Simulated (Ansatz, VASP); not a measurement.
Two plane-wave programs on SiC

The input INCAR:

```
SYSTEM = SiC
  PREC = Accurate
  ENCUT = 520
  EDIFF = 1E-6
  ISMEAR = -1
  SIGMA = 0.05
  LREAL = .FALSE.
  LASPH = .TRUE.
  NELM = 80
  ALGO = Normal
  ISIF = 2
  LWAVE = .FALSE.
  LCHARG = .FALSE.
  GGA = CA
  NBANDS = 11
```

Contents of KPOINTS:

```
Automatic mesh
0
G
  15 15 15
  0 0 0
```

Contents of POSCAR:

```
SiC
1.0
    0.0000000000      2.0036152552      2.0036152552
    2.0036152552      0.0000000000      2.0036152552
    2.0036152552      2.0036152552      0.0000000000
Si C
1 1
Direct
    0.0000000000      0.0000000000      0.0000000000
    0.5000000000      0.5000000000      0.5000000000
```

Input for Ansatz:

```yaml
crystal:
  lattice:
    - [0.0, 2.0036152552, 2.0036152552]
    - [2.0036152552, 0.0, 2.0036152552]
    - [2.0036152552, 2.0036152552, 0.0]
  atoms:
    - { symbol: Si, position: [0.0, 0.0, 0.0] }
    - { symbol: C, position: [0.5, 0.5, 0.5] }
kpoints:
  mp_grid: { grid: [15, 15, 15] }
  band_path:
    path:
      - [0.0, 0.0, 0.0]
      - [0.5, 0.0, 0.5]
      - [0.625, 0.25, 0.625]
      - [0.375, 0.375, 0.75]
      - [0.0, 0.0, 0.0]
      - [0.5, 0.5, 0.5]
      - [0.5, 0.25, 0.75]
      - [0.5, 0.0, 0.5]
    npoints: 8
scf:
  occupations: { method: fermi_dirac, width: 0.05 }
hamiltonian:
  xc: lda
  pseudopotentials: { kind: paw }
output:
  forces: true
  stress: true
  eigenvalues: true
  populations: true
  dos: { projected: true, de: 0.2, e_range: [-14, 8] }
```

Change from the starting cell: volume scaled by 1, PAW files.

Alike in both runs: task single point; functional LDA; k mesh 15 × 15 × 15; occupations fermi-dirac, width 0.05 eV; no spin polarisation.

|  | VASP | Ansatz |
| --- | --- | --- |
| version | VASP 6.6.1 | Ansatz 0.2.0 |
| potentials or method | VASP PAW LDA potentials, release 64 (Si, C) | PAW with Ansatz's default frozen-core files, scalar-relativistic |
| plane-wave cutoff (eV) | 520 | 420 |
| valence electrons in the cell | 8 | 8 |

Ansatz gave:

```
pressure (GPa) : 0.0
```

**Question.** Which values does VASP return?

**Answer.** Pressure (GPa): 0.8.

LDA's correlation is that of Perdew and Zunger in VASP and of Perdew and Wang (1992) in Ansatz.
